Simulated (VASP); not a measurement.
Write the native input for VASP 6.6.1 that does the following.

```
Task                   : single point
Functional             : PBE
Potentials or basis    : VASP PAW PBE potentials, release 64 (Tl_d, Cu, I)
Cutoff                 : 520 eV
k mesh                 : 8 × 8 × 8
Occupations            : gaussian, width 0.1 eV
Spin                   : no spin polarisation
Dipole correction      : no
Further INCAR settings : ALGO = Normal; EDIFF = 1e-07; NBANDS = 30
```

The structure of TlCuI3 lies in POSCAR:

```
TlCuI3
1.0
    5.6012970132      0.0000000000      0.0000000000
    0.0000000000      5.6012970132      0.0000000000
    0.0000000000      0.0000000000      5.6012970132
Tl Cu I
1 1 3
Direct
    0.5000000000      0.5000000000      0.5000000000
    0.0000000000      0.0000000000      0.0000000000
    0.5000000000      0.0000000000      0.0000000000
    0.0000000000      0.5000000000      0.0000000000
    0.0000000000      0.0000000000      0.5000000000
```

This cell differs from its parent crystal: volume scaled by 1.03.

One way to write it, as run:

INCAR

```
ALGO = Normal ; EDIFF = 1E-7
ENCUT = 520 ; GGA = PE
ISIF = 2 ; ISMEAR = 0
LASPH = T ; LCHARG = F
LREAL = F ; LWAVE = F
NBANDS = 30 ; NELM = 80
PREC = Accurate ; SIGMA = 0.1
```

KPOINTS

```
k-points
0
Gamma
  8 8 8
```

Potentials or basis: VASP PAW PBE potentials, release 64 (Tl_d, Cu, I).

Launch:

```bash
$ cat potpaw_PBE.64/Tl_d/POTCAR potpaw_PBE.64/Cu/POTCAR potpaw_PBE.64/I/POTCAR > POTCAR
$ mpirun -np 1 vasp_std > vasp.out
```

It gave:

The pressure is -0.7 GPa.

Caveat: an odd number of electrons without spin polarisation forces a metal; a magnetic or distorted state may lie lower.

It took 110 s on 1 thread of Intel(R) Xeon(R) 6975P-C (Granite Rapids), with other jobs on the host, peak memory 0.37 GiB.
